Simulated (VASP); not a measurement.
The system is AlRu.

```
Ru Al
1.0
     2.95117    0.00000    0.00000
     0.00000    2.95117    0.00000
     0.00000    0.00000    2.95117
Ru Al
1 1
Direct
  0.50000 0.50000 0.50000
  0.00000 0.00000 0.00000
```

This cell differs from its parent crystal: volume scaled by 0.96.

Base run:

```yaml
Program: VASP 6.6.1
Functional: PBE
Potentials_or_basis: VASP PAW PBE potentials, release 64 (Ru_pv, Al)
Cutoff: 520 eV
k_mesh: 9 × 9 × 9
Occupations: fermi-dirac, width 0.05 eV
Spin: no spin polarisation
```

Its results: pressure 12.1 GPa.

**Question.** The run is repeated on the same cell with these changes: functional from PBE to PBEsol. What comes out?

**Answer.** Pressure 5.9 GPa.

PBEsol binds more tightly than PBE, so the same cell stands under less pressure.

Caveats: the PAW data sets were made with another functional, which shifts forces and pressure a little (some runs).
